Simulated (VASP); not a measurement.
Set up this calculation in VASP 6.6.1, as the native input.

| Quantity | Value |
| --- | --- |
| Task | single point |
| Functional | PBE |
| Potentials or basis | VASP PAW PBE potentials, release 64 (Mg, O) |
| Cutoff | 520 eV |
| k mesh | 9 × 9 × 2 |
| Occupations | gaussian, width 0.05 eV |
| Spin | no spin polarisation |
| Dipole correction | no |
| Further INCAR settings | ALGO = Normal; EDIFF = 1e-06; NBANDS = 26 |

The structure of MgO lies in POSCAR:

```
MgO
1.0
    3.2805263433      0.0000000000      0.0000000000
   -1.6402631717      2.8410191511      0.0000000000
    0.0000000000      0.0000000000     10.7943000000
Mg O
4 4
Direct
    0.3333333333      0.6666666667      0.9694906392
    0.0000000000      0.0000000000      0.2208211786
    0.0000000000      0.0000000000      0.7208211786
    0.6666666667      0.3333333333      0.4694906392
    0.3333333333      0.6666666667      0.7800420079
    0.0000000000      0.0000000000      0.5296443544
    0.0000000000      0.0000000000      0.0296443544
    0.6666666667      0.3333333333      0.2800420079
```

The input as run:

INCAR

```
PREC = Accurate
ENCUT = 520
EDIFF = 1E-6
ISMEAR = 0
SIGMA = 0.05
LREAL = F
LASPH = T
NELM = 100
ALGO = Normal
ISIF = 2
LWAVE = F
LCHARG = F
GGA = PE
NBANDS = 26
```

KPOINTS

```
Automatic mesh
0
Gamma
  9 9 2
```

Potentials or basis: VASP PAW PBE potentials, release 64 (Mg, O).

Launch:

```bash
$ cat potpaw_PBE.64/Mg/POTCAR potpaw_PBE.64/O/POTCAR > POTCAR
$ mpirun -np 1 vasp_std > vasp.out
```

Results of the run:

- Pressure: -3.1 GPa
- Largest force: 0.185 eV/Å
- Band gap on the k mesh: 3.35 eV, direct

Run time: 43 s on 1 thread of Intel(R) Xeon(R) Platinum 8124M CPU @ 3.00GHz (Skylake/Cascade Lake) (shared host), peak memory 0.22 GiB.
